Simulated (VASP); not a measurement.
# Cu (P-1) in VASP: a series of runs

Cu is run at these levels: PBE; tasks: single point, relaxation of the atoms.

All numbers are computed with VASP 6.6.1; they aren't measurements. Logs are shortened: lines on timing, memory, paths and dates and some standing lists are left out, and cuts for length are marked.

## Step 1: The cell of the first run

The typed cell holds 1 atom: a = 2.570 Å, b = 2.322 Å, c = 2.529 Å, α = 68.59°, β = 62.97°, γ = 64.17°.

## Step 2: Single point, PBE

The input, INCAR:

```
PREC = Accurate
ENCUT = 520
EDIFF = 1E-7
ISMEAR = 0
SIGMA = 0.15
LREAL = F
LASPH = T
NELM = 60
ALGO = Fast
ISIF = 2
LWAVE = F
LCHARG = F
GGA = PE
NBANDS = 12
```

The input, KPOINTS:

```
Automatic mesh
0
Gamma
  16 16 16
```

The input, POSCAR:

```
Cu
1.0
   -0.1509885394      1.8623962994      1.7642074226
    1.5751254769     -0.0903701250      1.7035890082
    1.6668902805      1.8935426886     -0.1821349286
Cu
1
Direct
    0.0000000000      0.0000000000      0.0000000000
```

Potentials or basis: VASP PAW PBE potentials, release 64 (Cu).

Started as:

```console
$ cat potpaw_PBE.64/Cu/POTCAR > POTCAR
$ mpirun -np 1 vasp_std > vasp.out
```

OUTCAR:

```text
PREC = Accurate
   ENCUT = 520
   EDIFF = 1E-7
   ISMEAR = 0
   LREAL = F
   LASPH = T
   NELM = 60
   ISIF = 2
   GGA = PE

 ion  position               nearest neighbor table
   1  0.000  0.000  0.000-

  LATTYP: Found a triclinic cell.
 ALAT       =     2.3219393912
 B/A-ratio  =     1.8962482651
 C/A-ratio  =     1.8727154475
 COS(alpha) =     0.0071192453
 COS(beta)  =     0.4698145474
 COS(gamma) =     0.8449845076

  Lattice vectors:

 A1 = (  -1.5751254769,   0.0903701250,  -1.7035890082)
 A2 = (  -1.4833606733,   2.0742829386,  -3.5893129450)
 A3 = (  -1.5159017411,  -3.7559389880,  -1.5820724940)

Analysis of symmetry for initial positions (statically):
=====================================================================
 Subroutine PRICEL returns:
 Original cell was already a primitive cell.

 Routine SETGRP: Setting up the symmetry group for a
 triclinic supercell.

 Subroutine GETGRP returns: Found  2 space group operations
 (whereof  2 operations were pure point group operations)
 out of a pool of  2 trial point group operations.

The static configuration has the point symmetry S_2 .

Analysis of symmetry for dynamics (positions and initial velocities):
=====================================================================
 Subroutine PRICEL returns:
 Original cell was already a primitive cell.

 Routine SETGRP: Setting up the symmetry group for a
 triclinic supercell.

 Subroutine GETGRP returns: Found  2 space group operations
 (whereof  2 operations were pure point group operations)
 out of a pool of  2 trial point group operations.

The dynamic configuration has the point symmetry S_2 .

 Subroutine INISYM returns: Found  2 space group operations
 (whereof  2 operations are pure point group operations),
 and found     1 'primitive' translations

----------------------------------------------------------------------------------------

                                     Primitive cell

  volume of cell :      11.8351

  direct lattice vectors                    reciprocal lattice vectors
    -0.150988539  1.862396299  1.764207423    -0.271172206  0.264177976  0.264737589
     1.575125477 -0.090370125  1.703589008     0.310922545 -0.246151866  0.286461817
     1.666890281  1.893542689 -0.182134929     0.281550675  0.256530335 -0.246711478

  length of vectors
     2.569775349  2.321939391  2.529268719     0.461963591  0.489207464  0.453811798

  position of ions in fractional coordinates (direct lattice)
     0.000000000  0.000000000  0.000000000

  ion indices of the primitive-cell ions
   primitive index   ion index
                 1           1

----------------------------------------------------------------------------------------

 KPOINTS: Automatic mesh

Automatic generation of k-mesh.
 Grid dimensions read from file:
 generate k-points for:   16   16   16

 Generating k-lattice:

  Cartesian coordinates                     Fractional coordinates (reciprocal lattice)
    -0.016948263  0.016511124  0.016546099     0.062500000 -0.000000000 -0.000000000
     0.019432659 -0.015384492  0.017903864     0.000000000  0.062500000  0.000000000
     0.017596917  0.016033146 -0.015419467    -0.000000000 -0.000000000  0.062500000

  Length of vectors
     0.028872724  0.030575466  0.028363237

  Shift w.r.t. Gamma in fractional coordinates (k-lattice)
     0.000000000  0.000000000  0.000000000

 Subroutine IBZKPT returns following result:
 ===========================================

 Found   2052 irreducible k-points:

 Following reciprocal coordinates:
            Coordinates               Weight
  0.000000  0.000000  0.000000      1.000000
  0.062500 -0.000000 -0.000000      2.000000
  0.125000 -0.000000 -0.000000      2.000000
  0.187500 -0.000000 -0.000000      2.000000
  0.250000 -0.000000 -0.000000      2.000000
  0.312500 -0.000000 -0.000000      2.000000
[... 16 lines left out ...]
 -0.187500  0.062500  0.000000      2.000000
 -0.125000  0.062500  0.000000      2.000000
 [... further k-points ...]
   k-points           NKPTS =   2052   k-points in BZ     NKDIM =   2052   number of bands    NBANDS=     12
   number of dos      NEDOS =    301   number of ions     NIONS =      1
   total plane-waves  NPLWV =   7200
   dimension x,y,z NGX =    20 NGY =   18 NGZ =   20
   dimension x,y,z NGXF=    40 NGYF=   36 NGZF=   40
   ions per type =               1
   NGX,Y,Z   is equivalent  to a cutoff of  12.94, 12.89, 13.15 a.u.
   NGXF,Y,Z  is equivalent  to a cutoff of  25.88, 25.78, 26.29 a.u.
 SYSTEM =  unknown system
   PREC   = accura    normal or accurate (medium, high low for compatibility)
   ISTART =      0    job   : 0-new  1-cont  2-samecut
   ICHARG =      2    charge: 1-file 2-atom 10-const
   ISPIN  =      1    spin polarized calculation?
   LNONCOLLINEAR =      F non collinear calculations
   LSORBIT =      F    spin-orbit coupling
   LASPH  =      T    aspherical Exc in radial PAW
   ENCUT  =  520.0 eV  38.22 Ry    6.18 a.u.   4.78  4.32  4.70*2*pi/ulx,y,z
   NELM   =     60;   NELMIN=  2; NELMDL= -5     # of ELM steps
   EDIFF  = 0.1E-06   stopping-criterion for ELM
   LREAL  =      F    real-space projection
   EDIFFG = 0.1E-05   stopping-criterion for IOM
   NSW    =      0    number of steps for IOM
   IBRION =     -1    ionic relax: 0-MD 1-quasi-New 2-CG
   NFREE  =      0    steps in history (QN), initial steepest desc. (CG)
   ISIF   =      2    stress and relaxation
   ISYM   =      2    0-nonsym 1-usesym 2-fastsym
   POTIM  = 0.5000    time-step for ionic-motion
   TEBEG  =    0.0;   TEEND  =   0.0 temperature during run
   PSTRESS=    0.0 pullay stress
   NELECT =      11.0000    total number of electrons
   NUPDOWN=      -1.0000    fix difference up-down
   EMIN   =  10.00;   EMAX   =-10.00  energy-range for DOS
   EFERMI =   0.00;   METHOD = LEGACY
   ISMEAR =     0;   SIGMA  =   0.15  broadening in eV -4-tet -1-fermi 0-gaus
   EFERMI_NEDOS =   21; number of points for ismear=-14 and -15
   IALGO  =     68    algorithm
   IMIX   =      4    mixing-type and parameters
     AMIX     =   0.40;   BMIX     =  1.00
     AMIX_MAG =   1.60;   BMIX_MAG =  1.00
  volume/ion in A,a.u.               =      11.84        79.87
  Fermi-wavevector in a.u.,A,eV,Ry     =   1.597649  3.019119 34.728627  2.552482
  Thomas-Fermi vector in A             =   2.695222
   LORBIT       =      0    0 simple, 1 ext, 2 COOP (PROOUT), +10 PAW based schemes
   GGA     = PE    functional components
   LHFCALC =     F    Hartree Fock is set to
   AEXX    =    0.0000 exact exchange contribution
   IVDW    =     0    specifies the selected vdW correction
   LEPSILON=     F    determine dielectric tensor
   LRPA    =     F    only Hartree local field effects (RPA)
 non-spin polarized calculation
 RMM-DIIS sequential band-by-band and
 Gauss-broadening in eV      SIGMA  =   0.15
  energy-cutoff  :      520.00
  volume of cell :       11.84
 maximum number of plane-waves:       330
   NGX =  9   NGY =  9   NGZ =  9

 number of electron      10.9999999 magnetization

 Free energy of the ion-electron system (eV)
  ---------------------------------------------------
  ext. energy  EPLUGINS =         0.00000000
  ---------------------------------------------------
  free energy    TOTEN  =        -3.62206298 eV

  energy without entropy =       -3.61875676  energy(sigma->0) =       -3.62040987

 E-fermi :   7.5770     XC(G=0): -12.6992

 val. band max:        7.5752397095   @ k =  -0.0625  -0.2500   0.3125
 cond. band min:       7.5787122481   @ k =  -0.3125   0.1875   0.1250
 fundamental gap:      0.0034725386
 Fermi energy:         7.5769537647

 k-point     1 :       0.0000    0.0000    0.0000
  band No.  band energies     occupation
      1      -1.7671      2.00000
      2       3.9620      2.00000
      3       4.3247      2.00000
      4       5.1161      2.00000
      5       5.2156      2.00000
      6       5.6576      2.00000
      7      28.3752      0.00000
      8      29.8406      0.00000
      9      32.4676      0.00000
     10      33.3931      0.00000
     11      34.3788      0.00000
     12      37.7773      0.00000

 k-point     2 :       0.0625   -0.0000   -0.0000
  band No.  band energies     occupation
      1      -1.6359      2.00000
      2       3.9613      2.00000
      3       4.3152      2.00000
      4       5.1360      2.00000
      5       5.2217      2.00000
      6       5.6472      2.00000
      7      27.5047      0.00000
      8      28.6064      0.00000
      9      32.7466      0.00000
     10      33.4482      0.00000
     11      35.9318      0.00000
     12      37.2156      0.00000

 k-point     3 :       0.1250   -0.0000   -0.0000
  band No.  band energies     occupation
      1      -1.2480      2.00000
      2       3.9534      2.00000
      3       4.2879      2.00000
      4       5.1861      2.00000
      5       5.2546      2.00000
      6       5.6223      2.00000
      7      24.6250      0.00000
      8      28.0173      0.00000
      9      32.4954      0.00000
     10      33.8423      0.00000
     11      36.1065      0.00000
     12      37.6259      0.00000
[... 286 lines left out ...]
 k-point    23 :      -0.1875    0.0625    0.0000
  band No.  band energies     occupation
      1      -0.2339      2.00000
      2       3.9029      2.00000
      3       4.2909      2.00000
      4       5.2283      2.00000
      5       5.3339      2.00000
      6       5.6559      2.00000
      7      20.6680      0.00000
      8      28.4197      0.00000
      9      28.6632      0.00000
     10      32.2562      0.00000
     11      36.1217      0.00000
     12      39.4182      0.00000

 k-point    24 :      -0.1250    0.0625    0.0000
  band No.  band energies     occupation
      1      -0.9274      2.00000
      2       3.9389      2.00000
      3       4.3367      2.00000
      4       5.1444      2.00000
      5       5.2880      2.00000
      6       5.6145      2.00000
      7      23.6855      0.00000
      8      28.9019      0.00000
      9      29.2865      0.00000
     10      32.8728      0.00000
     11      35.4933      0.00000
     12      38.9952      0.00000

 [... further k-points ...]

------------------------ aborting loop because EDIFF is reached ----------------------------------------

  FORCE on cell =-STRESS in cart. coord.  units (eV):
  Direction    XX          YY          ZZ          XY          YZ          ZX
  --------------------------------------------------------------------------------------
  -------------------------------------------------------------------------------------
  Total        0.6902560     -0.1075178      0.7507190      0.0915664      0.1688111      1.2062083
  in kB       93.4431911    -14.5551907    101.6283549     12.3957762     22.8527522    163.2900758
  external PRESSURE =      60.1721185 kB  Pullay stress =       0.0000000 kB

 VOLUME and BASIS-vectors are now :
 -----------------------------------------------------------------------------
  energy-cutoff  :      520.00
  volume of cell :       11.84
      direct lattice vectors                 reciprocal lattice vectors
    -0.150988539  1.862396299  1.764207423    -0.271172206  0.264177976  0.264737589
     1.575125477 -0.090370125  1.703589008     0.310922545 -0.246151866  0.286461817
     1.666890281  1.893542689 -0.182134929     0.281550675  0.256530335 -0.246711478

 POSITION                                       TOTAL-FORCE (eV/Angst)
 -----------------------------------------------------------------------------------
      0.00000      0.00000      0.00000        -0.000000      0.000000      0.000000
 -----------------------------------------------------------------------------------
    total drift:                                0.000000      0.000000     -0.000000

  FREE ENERGIE OF THE ION-ELECTRON SYSTEM (eV)
  ---------------------------------------------------
  free  energy   TOTEN  =        -3.6220629782 eV

  energy  without entropy=       -3.6187567648  energy(sigma->0) =       -3.62040987
```

Run time: 3.9 min. Hardware: 1 thread of Intel Xeon Platinum 8375C at 2.90GHz (Ice Lake), shared host; peak memory 0.38 GiB.

Results:

* Free energy: -3.6221 eV
* Pressure: 6.0 GPa
* Band gap on the k mesh: zero (an odd number of electrons rules out a gap without spin polarisation)

Stress tensor (GPa, compression positive):
```
 9.34  1.24 16.33
 1.24 -1.46  2.29
16.33  2.29 10.16
```

Levels at points of the mesh, in eV from the Fermi level:
```tsv
k point	band 2	band 3	band 4	band 5	band 6	band 7	band 8	band 9
(0.00, 0.00, 0.00)	-3.61	-3.25	-2.46	-2.36	-1.92	20.80	22.26	24.89
(0.50, 0.00, 0.00)	-3.77	-2.34	-1.76	-1.58	-1.47	3.02	17.99	22.78
(0.00, 0.50, 0.00)	-3.30	-2.78	-2.01	-1.51	-0.71	4.25	20.09	21.86
(0.50, 0.50, 0.00)	-4.36	-1.89	-1.67	-1.30	1.48	7.11	12.60	14.52
(0.00, 0.00, 0.50)	-3.59	-2.48	-1.83	-1.67	-1.60	2.69	18.81	23.56
(0.50, 0.00, 0.50)	-4.45	-1.70	-1.54	-1.46	0.33	5.61	11.34	16.99
(0.00, 0.50, 0.50)	-4.50	-1.80	-1.63	-1.26	3.16	9.07	10.22	13.28
(0.50, 0.50, 0.50)	-3.39	-2.97	-1.72	-1.36	0.31	5.63	18.27	18.42
```

Caveat: the cell stands under pressure.

## Step 3: Relaxation of the atoms, PBE

The input, INCAR:

```
ALGO     = Fast           # electronic algorithm
EDIFF    = 1E-6           # SCF threshold, eV
EDIFFG   = -0.01          # ionic threshold
ENCUT    = 520            # plane-wave cutoff, eV
GGA      = PE             # functional
IBRION   = 2              # ionic algorithm
ISIF     = 2              # what is computed and relaxed
ISMEAR   = 0              # smearing method
LASPH    = T              # aspherical terms in the spheres
LCHARG   = F              # write CHGCAR
LREAL    = F              # projectors in reciprocal space
LWAVE    = F              # write WAVECAR
NELM     = 60             # most SCF steps
NSW      = 100            # ionic steps
PREC     = Accurate       # precision mode
SIGMA    = 0.15           # smearing width, eV
```

The input, KPOINTS:

```
k-points
0
Gamma
  16 16 16
```

POSCAR is that of step 2.

Potentials or basis: VASP PAW PBE potentials, release 64 (Cu).

Started as:

```console
$ cat potpaw_PBE.64/Cu/POTCAR > POTCAR
$ mpirun -np 1 vasp_std > vasp.out
```

Wall time 4.9 min (1 thread of Oxide Virtual Turin-like, shared host); peak memory 0.3 GiB.

Results (log left out):

- Free energy: -3.6221 eV
- Pressure after relaxing: 6.5 GPa
- Band gap on the k mesh: zero (an odd number of electrons rules out a gap without spin polarisation)

Stress tensor (GPa, compression positive):
```
 9.81  1.24 16.32
 1.24 -0.99  2.29
16.32  2.29 10.63
```

Final structure:
```cif
data_structure
_symmetry_space_group_name_H-M 'P 1'
_symmetry_Int_Tables_number 1
_cell_length_a 2.5698
_cell_length_b 2.3219
_cell_length_c 2.5293
_cell_angle_alpha 68.586
_cell_angle_beta 62.973
_cell_angle_gamma 64.175
_cell_volume 11.84
loop_
_atom_site_label
_atom_site_type_symbol
_atom_site_fract_x
_atom_site_fract_y
_atom_site_fract_z
_atom_site_occupancy
Cu1 Cu 0.00000 0.00000 0.00000 1
```

Levels at points of the mesh, in eV from the Fermi level:
| k point | band 3 | band 4 | band 5 | band 6 | band 7 | band 8 |
| --- | --- | --- | --- | --- | --- | --- |
| (0.00, 0.00, 0.00) | -3.25 | -2.46 | -2.36 | -1.92 | 20.80 | 22.26 |
| (0.50, 0.00, 0.00) | -2.34 | -1.76 | -1.58 | -1.47 | 3.02 | 17.99 |
| (0.00, 0.50, 0.00) | -2.78 | -2.01 | -1.51 | -0.70 | 4.25 | 20.09 |
| (0.50, 0.50, 0.00) | -1.89 | -1.67 | -1.30 | 1.48 | 7.11 | 12.60 |
| (0.00, 0.00, 0.50) | -2.48 | -1.83 | -1.67 | -1.60 | 2.69 | 18.81 |
| (0.50, 0.00, 0.50) | -1.70 | -1.54 | -1.46 | 0.33 | 5.61 | 11.34 |
| (0.00, 0.50, 0.50) | -1.80 | -1.63 | -1.27 | 3.16 | 9.07 | 10.22 |
| (0.50, 0.50, 0.50) | -2.97 | -1.72 | -1.36 | 0.31 | 5.63 | 18.27 |

Caveat: the relaxation stopped at its first step, so nothing moved.
